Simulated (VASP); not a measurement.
# TiO2 (P4_2/mnm) in VASP: notebook

TiO2 is run at these levels: PBE; tasks: single point.

Program: VASP 6.6.1. These are calculated values, not measurements. Logs are shortened: lines on timing, memory, paths and dates and some standing lists are left out, and cuts for length are marked.

**1. The cell of the first run**

Symmetry: P4_2/mnm, No. 136, tetragonal system. The conventional cell has a = 4.968 Å, b = 4.968 Å, c = 3.201 Å, α = 90.00°, β = 90.00°, γ = 90.00°. Within 2.8 Å of Ti (site symmetry mmm) lie 6 O at 2.11 to 2.14 Å. Within 2.8 Å of O (site symmetry m2m) lie 3 Ti at 2.11 to 2.14 Å and 1 O at 2.74 Å.

**2. Single point, PBE**

Contents of INCAR:

```
ALGO = Normal
EDIFF = 1E-7
ENCUT = 520
GGA = PE
ISIF = 2
ISMEAR = 0
LASPH = T
LCHARG = F
LREAL = F
LWAVE = F
NBANDS = 33
NELM = 80
PREC = Accurate
SIGMA = 0.05
```

Contents of KPOINTS:

```
k-points
0
Gamma
  6 6 10
```

Contents of POSCAR:

```
TiO2
1.0
    4.9684000000      0.0000000000      0.0000000000
    0.0000000000      4.9684000000      0.0000000000
    0.0000000000      0.0000000000      3.2010000000
Ti O
2 4
Direct
    0.0000000000      0.0000000000      0.0000000000
    0.5000000000      0.5000000000      0.5000000000
    0.3050970583      0.3050970583      0.0000000000
    0.1949029417      0.8050970583      0.5000000000
    0.6949029417      0.6949029417      0.0000000000
    0.8050970583      0.1949029417      0.5000000000
```

Potentials or basis: VASP PAW PBE potentials, release 64 (Ti_sv, O).

Launch:

```sh
$ cat potpaw_PBE.64/Ti_sv/POTCAR potpaw_PBE.64/O/POTCAR > POTCAR
$ mpirun -np 1 vasp_std > vasp.out
```

OUTCAR:

```text
EDIFF = 1E-7
   ENCUT = 520
   GGA = PE
   ISIF = 2
   ISMEAR = 0
   LASPH = T
   LREAL = F
   NELM = 80
   PREC = Accurate

 ion  position               nearest neighbor table
   1  0.000  0.000  0.000-   4 2.11   6 2.11   4 2.11   6 2.11   5 2.14   3 2.14
   2  0.500  0.500  0.500-   3 2.11   5 2.11   3 2.11   5 2.11   4 2.14   6 2.14
   3  0.305  0.305  0.000-   2 2.11   2 2.11   1 2.14
   4  0.195  0.805  0.500-   1 2.11   1 2.11   2 2.14
   5  0.695  0.695  0.000-   2 2.11   2 2.11   1 2.14
   6  0.805  0.195  0.500-   1 2.11   1 2.11   2 2.14

  LATTYP: Found a simple tetragonal cell.
 ALAT       =     4.9684000000
 C/A-ratio  =     0.6442717978

  Lattice vectors:

 A1 = (   4.9684000000,   0.0000000000,   0.0000000000)
 A2 = (   0.0000000000,   4.9684000000,   0.0000000000)
 A3 = (   0.0000000000,   0.0000000000,   3.2010000000)

Analysis of symmetry for initial positions (statically):
=====================================================================
 Subroutine PRICEL returns:
 Original cell was already a primitive cell.

 Routine SETGRP: Setting up the symmetry group for a
 simple tetragonal supercell.

 Subroutine GETGRP returns: Found 16 space group operations
 (whereof  8 operations were pure point group operations)
 out of a pool of 16 trial point group operations.

The static configuration has the point symmetry D_2h.
 The point group associated with its full space group is D_4h.

Analysis of symmetry for dynamics (positions and initial velocities):
=====================================================================
 Subroutine PRICEL returns:
 Original cell was already a primitive cell.

 Routine SETGRP: Setting up the symmetry group for a
 simple tetragonal supercell.

 Subroutine GETGRP returns: Found 16 space group operations
 (whereof  8 operations were pure point group operations)
 out of a pool of 16 trial point group operations.

The dynamic configuration has the point symmetry D_2h.
 The point group associated with its full space group is D_4h.

 Subroutine INISYM returns: Found 16 space group operations
 (whereof  8 operations are pure point group operations),
 and found     1 'primitive' translations

----------------------------------------------------------------------------------------

                                     Primitive cell

  volume of cell :      79.0167

  direct lattice vectors                    reciprocal lattice vectors
     4.968400000  0.000000000  0.000000000     0.201272039  0.000000000  0.000000000
     0.000000000  4.968400000  0.000000000     0.000000000  0.201272039  0.000000000
     0.000000000  0.000000000  3.201000000     0.000000000  0.000000000  0.312402374

  length of vectors
     4.968400000  4.968400000  3.201000000     0.201272039  0.201272039  0.312402374

  position of ions in fractional coordinates (direct lattice)
     0.000000000  0.000000000  0.000000000
     0.500000000  0.500000000  0.500000000
     0.305097058  0.305097058  0.000000000
     0.194902942  0.805097058  0.500000000
     0.694902942  0.694902942  0.000000000
     0.805097058  0.194902942  0.500000000

  ion indices of the primitive-cell ions
   primitive index   ion index
                 1           1
                 2           2
                 3           3
                 4           4
                 5           5
                 6           6

----------------------------------------------------------------------------------------

 KPOINTS: k-points

Automatic generation of k-mesh.
 Grid dimensions read from file:
 generate k-points for:    6    6   10

 Generating k-lattice:

  Cartesian coordinates                     Fractional coordinates (reciprocal lattice)
     0.033545340  0.000000000  0.000000000     0.166666667  0.000000000  0.000000000
     0.000000000  0.033545340  0.000000000     0.000000000  0.166666667  0.000000000
     0.000000000  0.000000000  0.031240237     0.000000000  0.000000000  0.100000000

  Length of vectors
     0.033545340  0.033545340  0.031240237

  Shift w.r.t. Gamma in fractional coordinates (k-lattice)
     0.000000000  0.000000000  0.000000000

 Subroutine IBZKPT returns following result:
 ===========================================

 Found     60 irreducible k-points:

 Following reciprocal coordinates:
            Coordinates               Weight
  0.000000  0.000000  0.000000      1.000000
  0.166667  0.000000  0.000000      4.000000
  0.333333  0.000000  0.000000      4.000000
  0.500000  0.000000  0.000000      2.000000
  0.166667  0.166667  0.000000      4.000000
  0.333333  0.166667  0.000000      8.000000
[... 16 lines left out ...]
  0.333333  0.000000  0.200000      8.000000
  0.500000  0.000000  0.200000      4.000000
 [... further k-points ...]
   k-points           NKPTS =     60   k-points in BZ     NKDIM =     60   number of bands    NBANDS=     33
   number of dos      NEDOS =    301   number of ions     NIONS =      6
   total plane-waves  NPLWV =  38400
   dimension x,y,z NGX =    40 NGY =   40 NGZ =   24
   dimension x,y,z NGXF=    80 NGYF=   80 NGZF=   48
   ions per type =               2   4
   NGX,Y,Z   is equivalent  to a cutoff of  13.38, 13.38, 12.46 a.u.
   NGXF,Y,Z  is equivalent  to a cutoff of  26.77, 26.77, 24.93 a.u.
 SYSTEM =  unknown system
   PREC   = accura    normal or accurate (medium, high low for compatibility)
   ISTART =      0    job   : 0-new  1-cont  2-samecut
   ICHARG =      2    charge: 1-file 2-atom 10-const
   ISPIN  =      1    spin polarized calculation?
   LNONCOLLINEAR =      F non collinear calculations
   LSORBIT =      F    spin-orbit coupling
   LASPH  =      T    aspherical Exc in radial PAW
   ENCUT  =  520.0 eV  38.22 Ry    6.18 a.u.   9.24  9.24  5.95*2*pi/ulx,y,z
   NELM   =     80;   NELMIN=  2; NELMDL= -5     # of ELM steps
   EDIFF  = 0.1E-06   stopping-criterion for ELM
   LREAL  =      F    real-space projection
   EDIFFG = 0.1E-05   stopping-criterion for IOM
   NSW    =      0    number of steps for IOM
   IBRION =     -1    ionic relax: 0-MD 1-quasi-New 2-CG
   NFREE  =      0    steps in history (QN), initial steepest desc. (CG)
   ISIF   =      2    stress and relaxation
   ISYM   =      2    0-nonsym 1-usesym 2-fastsym
   POTIM  = 0.5000    time-step for ionic-motion
   TEBEG  =    0.0;   TEEND  =   0.0 temperature during run
   PSTRESS=    0.0 pullay stress
   NELECT =      48.0000    total number of electrons
   NUPDOWN=      -1.0000    fix difference up-down
   EMIN   =  10.00;   EMAX   =-10.00  energy-range for DOS
   EFERMI =   0.00;   METHOD = LEGACY
   ISMEAR =     0;   SIGMA  =   0.05  broadening in eV -4-tet -1-fermi 0-gaus
   EFERMI_NEDOS =   21; number of points for ismear=-14 and -15
   IALGO  =     38    algorithm
   IMIX   =      4    mixing-type and parameters
     AMIX     =   0.40;   BMIX     =  1.00
     AMIX_MAG =   1.60;   BMIX_MAG =  1.00
  volume/ion in A,a.u.               =      13.17        88.87
  Fermi-wavevector in a.u.,A,eV,Ry     =   1.386487  2.620080 26.155090  1.922345
  Thomas-Fermi vector in A             =   2.510798
   LORBIT       =      0    0 simple, 1 ext, 2 COOP (PROOUT), +10 PAW based schemes
   GGA     = PE    functional components
   LHFCALC =     F    Hartree Fock is set to
   AEXX    =    0.0000 exact exchange contribution
   IVDW    =     0    specifies the selected vdW correction
   LEPSILON=     F    determine dielectric tensor
   LRPA    =     F    only Hartree local field effects (RPA)
 non-spin polarized calculation
 Gauss-broadening in eV      SIGMA  =   0.05
  energy-cutoff  :      520.00
  volume of cell :       79.02
 maximum number of plane-waves:      2154
 NGX is ok and might be reduce to    40
   NGX = 19   NGY = 19   NGZ = 11

 number of electron      47.9999989 magnetization

 Free energy of the ion-electron system (eV)
  ---------------------------------------------------
  ext. energy  EPLUGINS =         0.00000000
  ---------------------------------------------------
  free energy    TOTEN  =       -51.98390284 eV

  energy without entropy =      -51.98390284  energy(sigma->0) =      -51.98390284

 E-fermi :   2.8594     XC(G=0): -10.2048

 val. band max:        2.6523388172   @ k =   0.0000   0.0000   0.0000
 cond. band min:       3.9728902030   @ k =   0.0000   0.0000   0.0000
 fundamental gap:      1.3205513858
 Fermi energy:         2.8593980394

 k-point     1 :       0.0000    0.0000    0.0000
  band No.  band energies     occupation
      1     -55.0411      2.00000
      2     -55.0366      2.00000
      3     -31.1949      2.00000
      4     -31.1949      2.00000
      5     -31.1276      2.00000
      6     -31.1276      2.00000
[... 25 lines left out ...]
     32       7.3893      0.00000
     33       7.3893      0.00000

 k-point     2 :       0.1667    0.0000    0.0000
  band No.  band energies     occupation
      1     -55.0408      2.00000
      2     -55.0369      2.00000
      3     -31.1926      2.00000
      4     -31.1925      2.00000
      5     -31.1302      2.00000
      6     -31.1301      2.00000
[... 25 lines left out ...]
     32       7.3318      0.00000
     33       7.3441      0.00000

 k-point     3 :       0.3333    0.0000    0.0000
  band No.  band energies     occupation
      1     -55.0399      2.00000
      2     -55.0377      2.00000
      3     -31.1873      2.00000
      4     -31.1870      2.00000
      5     -31.1361      2.00000
      6     -31.1358      2.00000
[... 25 lines left out ...]
     32       7.2178      0.00000
     33       7.2411      0.00000

 k-point     4 :       0.5000    0.0000    0.0000
  band No.  band energies     occupation
      1     -55.0388      2.00000
      2     -55.0388      2.00000
      3     -31.1839      2.00000
      4     -31.1839      2.00000
      5     -31.1393      2.00000
      6     -31.1393      2.00000
[... 25 lines left out ...]
     32       6.8772      0.00000
     33       7.1718      0.00000

 k-point     5 :       0.1667    0.1667    0.0000
  band No.  band energies     occupation
      1     -55.0405      2.00000
      2     -55.0371      2.00000
      3     -31.1956      2.00000
      4     -31.1867      2.00000
      5     -31.1362      2.00000
      6     -31.1272      2.00000
[... 604 lines left out ...]
 k-point    22 :       0.1667    0.0000    0.2000
  band No.  band energies     occupation
      1     -55.0359      2.00000
      2     -55.0327      2.00000
      3     -31.1829      2.00000
      4     -31.1784      2.00000
      5     -31.1743      2.00000
      6     -31.1718      2.00000
[... 25 lines left out ...]
     32       6.7910      0.00000
     33       6.9728      0.00000

 k-point    23 :       0.3333    0.0000    0.2000
  band No.  band energies     occupation
      1     -55.0352      2.00000
      2     -55.0334      2.00000
      3     -31.1830      2.00000
      4     -31.1759      2.00000
      5     -31.1734      2.00000
      6     -31.1698      2.00000
[... 25 lines left out ...]
     32       6.4847      0.00000
     33       7.0066      0.00000

 k-point    24 :       0.5000    0.0000    0.2000
  band No.  band energies     occupation
      1     -55.0343      2.00000
      2     -55.0343      2.00000
      3     -31.1802      2.00000
      4     -31.1802      2.00000
      5     -31.1694      2.00000
      6     -31.1694      2.00000
[... 25 lines left out ...]
     32       6.3207      0.00000
     33       7.3017      0.00000

 [... further k-points ...]

------------------------ aborting loop because EDIFF is reached ----------------------------------------

  FORCE on cell =-STRESS in cart. coord.  units (eV):
  Direction    XX          YY          ZZ          XY          YZ          ZX
  --------------------------------------------------------------------------------------
  -------------------------------------------------------------------------------------
  Total      -13.2628803    -13.2628803    -18.0744552      0.0000000      0.0000000      0.0000000
  in kB     -268.9240561   -268.9240561   -366.4856876      0.0000000      0.0000000      0.0000000
  external PRESSURE =    -301.4445999 kB  Pullay stress =       0.0000000 kB

 VOLUME and BASIS-vectors are now :
 -----------------------------------------------------------------------------
  energy-cutoff  :      520.00
  volume of cell :       79.02
      direct lattice vectors                 reciprocal lattice vectors
     4.968400000  0.000000000  0.000000000     0.201272039  0.000000000  0.000000000
     0.000000000  4.968400000  0.000000000     0.000000000  0.201272039  0.000000000
     0.000000000  0.000000000  3.201000000     0.000000000  0.000000000  0.312402374

 POSITION                                       TOTAL-FORCE (eV/Angst)
 -----------------------------------------------------------------------------------
      0.00000      0.00000      0.00000        -0.000000      0.000000      0.000000
      2.48420      2.48420      1.60050        -0.000000      0.000000      0.000000
      1.51584      1.51584      0.00000         0.527637      0.527637      0.000000
      0.96836      4.00004      1.60050        -0.527637      0.527637      0.000000
      3.45256      3.45256      0.00000        -0.527637     -0.527637      0.000000
      4.00004      0.96836      1.60050         0.527637     -0.527637      0.000000
 -----------------------------------------------------------------------------------
    total drift:                                0.000000     -0.000000     -0.000000

  FREE ENERGIE OF THE ION-ELECTRON SYSTEM (eV)
  ---------------------------------------------------
  free  energy   TOTEN  =       -51.9839028430 eV

  energy  without entropy=      -51.9839028430  energy(sigma->0) =      -51.98390284
```

Run time: 5.6 min. Hardware: 1 thread of Intel Xeon 8259CL, shared host; peak memory 0.26 GiB.

What came out:

- Free energy: -51.9839 eV
- Pressure: -30.1 GPa
- Largest force: 0.746 eV/Å
- Band gap on the k mesh: 1.32 eV

Forces on the atoms (eV/Å):
```
Ti   0.000  0.000  0.000
Ti   0.000  0.000  0.000
O    0.528  0.528  0.000
O   -0.528  0.528  0.000
O   -0.528 -0.528  0.000
O    0.528 -0.528  0.000
```

Levels at points of the mesh, in eV from the valence-band top:
| k point | band 22 | band 23 | band 24 | band 25 | band 26 | band 27 |
| --- | --- | --- | --- | --- | --- | --- |
| (0.00, 0.00, 0.00) | -0.40 | -0.40 | 0.00 | 1.32 | 1.51 | 1.69 |
| (0.50, 0.00, 0.00) | -1.43 | -0.55 | -0.55 | 1.75 | 1.75 | 2.07 |
| (0.50, 0.50, 0.00) | -1.21 | -0.97 | -0.97 | 1.33 | 1.33 | 1.75 |
| (0.00, 0.00, 0.50) | -1.64 | -1.22 | -1.22 | 2.08 | 2.08 | 2.16 |
| (0.50, 0.00, 0.50) | -1.60 | -0.74 | -0.74 | 1.38 | 1.38 | 2.17 |
| (0.50, 0.50, 0.50) | -0.92 | -0.64 | -0.64 | 1.86 | 1.86 | 2.18 |

Caveat: the stress differs along the axes, from -37 to -27 GPa. A hybrid or GW would open this gap; PBE tends to underestimate it.

(Part 1 of 2 ends here.)
